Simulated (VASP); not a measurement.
Runs of VASP 6.6.1 on In. The structure is that of space group Fm-3m (No. 225), or close to it. The cells are those of the table. 

| cell | further INCAR settings | gap on the mesh (eV) | pressure (GPa) |
| --- | --- | --- | --- |
| a = 3.186 Å, angles 120.8, 120.8, 88.6°, 1 atom | ALGO = Fast; EDIFF = 1e-07; NBANDS = 12 | none | (b) |
| a = 3.379 Å, angles 119.5, 119.5, 90.9°, 1 atom | ALGO = Fast; EDIFF = 1e-07; NBANDS = 12 | none | -4.1 |
| a = 3.165 Å, angles 119.5, 119.5, 90.9°, 1 atom | ALGO = Fast; EDIFF = 1e-07; NBANDS = 12 | none | 5.5 |
| a = 3.361 Å, angles 120.8, 120.8, 88.6°, 1 atom | ALGO = Fast; EDIFF = 1e-06; NBANDS = 12 | none | (a) |
| a = 3.428 Å, angles 122.2, 122.2, 86.3°, 1 atom | ALGO = Fast; EDIFF = 1e-07; NBANDS = 12 | none | -4.2 |

Alike in all rows: task single point; level LDA; potentials or basis VASP PAW LDA potentials, release 64 (In_d); no spin polarisation; k mesh 22 × 22 × 22; cutoff (eV) 520; smearing gaussian 0.15 eV.

Estimate the missing entries.

(a) -3.1; (b) 5.4.

Caveats: spin-orbit coupling is left out, which moves the levels of the heavy elements; the cell stands under tension (at least some runs); the cell stands under pressure (at least some runs).

A k mesh can miss the band edges, and the runs leave out spin-orbit coupling on In.

A gap of «none» marks levels without a gap at the run's occupations.
